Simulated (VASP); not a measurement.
Input of a VASP 6.6.1 run:

INCAR

```
ALGO     = Normal         # electronic algorithm
EDIFF    = 1E-6           # SCF threshold, eV
ENCUT    = 500            # plane-wave cutoff, eV
GGA      = PE             # functional
GGA_COMPAT= F            
ISIF     = 2              # what is computed and relaxed
ISMEAR   = 0              # smearing method
LASPH    = T              # aspherical terms in the spheres
LCHARG   = T              # write CHGCAR
LELF     = T              # ELF
LREAL    = F              # projectors in reciprocal space
LVHAR    = T            
LWAVE    = F              # write WAVECAR
NBANDS   = 15             # bands
NELM     = 120            # most SCF steps
PREC     = Accurate       # precision mode
SIGMA    = 0.01           # smearing width, eV
```

File KPOINTS:

```
k-points
0
Gamma
  6 6 6
```

The input POSCAR:

```
RbCl
1.0
    0.0000000000      3.2797866247      3.2797866247
    3.2797866247      0.0000000000      3.2797866247
    3.2797866247      3.2797866247      0.0000000000
Rb Cl
1 1
Direct
    0.0000000000      0.0000000000      0.0000000000
    0.5000000000      0.5000000000      0.5000000000
```

Potentials or basis: VASP PAW PBE potentials, release 64 (Rb_sv, Cl).

Launch:

```console
$ cat potpaw_PBE.64/Rb_sv/POTCAR potpaw_PBE.64/Cl/POTCAR > POTCAR
$ mpirun -np 1 vasp_std > vasp.out
```

**Question.** Estimate the band gap on the k mesh.

**Answer.** 5.03 eV, direct.

**Question.** Estimate the pressure.

**Answer.** 1.0 GPa.
